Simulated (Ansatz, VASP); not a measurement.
**WS2 in VASP and in Ansatz**

```
W S
1.0
     3.04561    0.00000    0.00000
    -1.52280    2.63757    0.00000
     0.00000    0.00000   16.51287
W S
1 2
Direct
  0.33333 0.66667 0.00000
  0.64234 0.33333 0.90714
  0.69100 0.33333 0.09286
```

Change from the starting cell: mode 4 frozen in at -0.076 Å, equal normal strain along x, y and z -0.0250.

Alike in both runs: task single point; functional PBEsol; dispersion D3(BJ); k mesh 12 × 12 × 2; occupations gaussian, width 0.05 eV; no spin polarisation.

|  | VASP | Ansatz |
| --- | --- | --- |
| version | VASP 6.6.1 | Ansatz 0.2.0 |
| potentials or method | VASP PAW PBE potentials, release 64 (W_sv, S), cutoff 520 eV | scalar-relativistic, plane waves, PAW |
| valence electrons in the cell | 26 | 26 |

```tsv
	VASP	Ansatz	Ansatz less VASP
gap on the k mesh at the Fermi level (eV)	2.10	2.10	-0.001
least direct gap on the mesh (eV)	2.24	2.23	-0.007
rms of the force components (eV/Å)	0.925	0.914	-0.0111
```

VASP's potentials were made for PBE, not for PBEsol. Atom by atom the forces differ by 0.012 eV/Å (rms over components).

Spin-orbit coupling is off throughout.
